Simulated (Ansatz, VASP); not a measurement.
**One calculation of Cr, two programs**

Contents of INCAR:

```
ALGO = Normal
EDIFF = 1E-6
ENCUT = 500
GGA = PE
GGA_COMPAT = F
ISIF = 2
ISMEAR = -1
ISPIN = 2
LASPH = T
LCHARG = F
LMAXMIX = 4
LORBIT = 11
LREAL = F
LWAVE = F
MAGMOM = 1.5 -1.5
NBANDS = 23
NELM = 200
PREC = Accurate
SIGMA = 0.05
```

The input KPOINTS:

```
k-points
0
Gamma
  6 6 6
```

File POSCAR:

```
Cr
1.0
    2.8800000000      0.0000000000      0.0000000000
    0.0000000000      2.8800000000      0.0000000000
    0.0000000000      0.0000000000      2.8800000000
Cr
2
Direct
    0.0000000000      0.0000000000      0.0000000000
    0.5000000000      0.5000000000      0.5000000000
```

Input for Ansatz:

```yaml
crystal:
  lattice:
  - [2.88, 0.0, 0.0]
  - [0.0, 2.88, 0.0]
  - [0.0, 0.0, 2.88]
  atoms:
  - symbol: Cr
    position: [0.0, 0.0, 0.0]
    spin: 1.5
  - symbol: Cr
    position: [0.5, 0.5, 0.5]
    spin: -1.5
kpoints:
  mp_grid:
    grid: [6, 6, 6]
    shift: [0, 0, 0]
hamiltonian:
  xc: pbe
  dispersion: none
  pseudopotentials:
    kind: all_electron
    lapw: {basis_error: 0.0001 eV}
magnetization: {spin_polarized: true}
scf:
  occupations: {method: fermi_dirac, width: 0.05 eV}
  lower_state_search: 'off'
  convergence: {dr2_threshold: 2e-10 eV}
output: {forces: true}
```

Alike in both runs: task single point; functional PBE; k mesh 6 × 6 × 6; collinear spin.

|  | VASP | Ansatz |
| --- | --- | --- |
| version | VASP 6.6.1 | Ansatz 0.2 development build |
| potentials or method | VASP PAW PBE potentials, release 64 (Cr_pv), cutoff 500 eV | all-electron full-potential LAPW, scalar-relativistic |
| occupations | fermi-dirac, width 0.05 eV | fermi-dirac |

```tsv
	VASP	Ansatz	Ansatz less VASP
net moment per atom (μB)	0.00	0.00	0.000
size of the moment on the site where the two differ most (μB)	1.14	1.09	-0.053
```

Site moments also hang on the region over which each program counts them. Ansatz ran all-electron here, and VASP with PAW potentials.

The k mesh is coarse, so the values compare programs but aren't converged.
